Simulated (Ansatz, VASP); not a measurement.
Given: the input of a run of Ansatz 0.2.0 on Ga3Se.

input.yaml

```yaml
crystal:
  lattice:
    - [4.3419811414, 0.0, 0.0]
    - [0.0, 4.3419811414, 0.0]
    - [0.0, 0.0, 4.3419811414]
  atoms:
    - { symbol: Se, position: [0.0, 0.0, 0.0] }
    - { symbol: Ga, position: [0.5, 0.5, 0.0] }
    - { symbol: Ga, position: [0.5, 0.0, 0.5] }
    - { symbol: Ga, position: [0.0, 0.5, 0.5] }
hamiltonian:
  xc: r2scan
  pseudopotentials: { kind: paw }
kpoints:
  mp_grid: { grid: [6, 6, 6] }
scf:
  occupations: { method: fermi_dirac, width: 0.05 }
output:
  forces: true
  stress: true
  eigenvalues: true
```

Potentials or basis: Ansatz PAW.

Run with:

```console
$ ansatz run input.yaml --threads 2 --pin off --max-ram 5632MiB --backend cpu --events-out ev --progress --plain --runs-dir out
```

Question: Translate it to VASP 6.6.1. Potentials there: VASP PAW PBE potentials, release 64 (Se, Ga_d).

Answer: As run (the cutoff follows the program's own potentials):

File POSCAR:

```
Ga3Se
1.0
    4.3419811414      0.0000000000      0.0000000000
    0.0000000000      4.3419811414      0.0000000000
    0.0000000000      0.0000000000      4.3419811414
Se Ga
1 3
Direct
    0.0000000000      0.0000000000      0.0000000000
    0.5000000000      0.5000000000      0.0000000000
    0.5000000000      0.0000000000      0.5000000000
    0.0000000000      0.5000000000      0.5000000000
```

INCAR.step1

```
ALGO     = Normal         # electronic algorithm
EDIFF    = 1E-4           # SCF threshold, eV
ENCUT    = 520            # plane-wave cutoff, eV
GGA      = PE             # functional
ISMEAR   = -1             # smearing method
LASPH    = T              # aspherical terms in the spheres
LCHARG   = F              # write CHGCAR
LREAL    = F              # projectors in reciprocal space
LWAVE    = T              # write WAVECAR
NBANDS   = 30             # bands
NELM     = 80             # most SCF steps
PREC     = Accurate       # precision mode
SIGMA    = 0.05           # smearing width, eV
```

File INCAR.step2:

```
ALGO     = Normal         # electronic algorithm
EDIFF    = 1E-6           # SCF threshold, eV
ENCUT    = 520            # plane-wave cutoff, eV
ISIF     = 2              # what is computed and relaxed
ISMEAR   = -1             # smearing method
ISTART   = 1            
LASPH    = T              # aspherical terms in the spheres
LCHARG   = F              # write CHGCAR
LMIXTAU  = T            
LREAL    = F              # projectors in reciprocal space
LWAVE    = F              # write WAVECAR
METAGGA  = R2SCAN         # meta-GGA
NBANDS   = 30             # bands
NELM     = 80             # most SCF steps
PREC     = Accurate       # precision mode
SIGMA    = 0.05           # smearing width, eV
```

The input KPOINTS:

```
k-points
0
Gamma
  6 6 6
```

Potentials or basis: VASP PAW PBE potentials, release 64 (Se, Ga_d).

The run is started by

```console
$ cat potpaw_PBE.64/Se/POTCAR potpaw_PBE.64/Ga_d/POTCAR > POTCAR
$ cp INCAR.step1 INCAR
$ mpirun -np 1 vasp_std > vasp.out
$ cp INCAR.step2 INCAR
$ mpirun -np 1 vasp_std > vasp.out
```

Both were run:

|  | VASP | Ansatz | Ansatz less VASP |
| --- | --- | --- | --- |
| gap on the k mesh at the Fermi level (eV) | none | none | - |
| pressure (GPa) | 0.8 | 0.8 | +0.01 |

VASP's potentials were made for PBE, not for r2SCAN. A gap of «none» marks a metal or a gap that the smearing closes. With one functional, cell and mesh, what is left measures potentials, basis and numerics. VASP's potentials hold 45 valence electrons a cell and Ansatz's 55, so a difference there can come from the potentials and not from the codes.
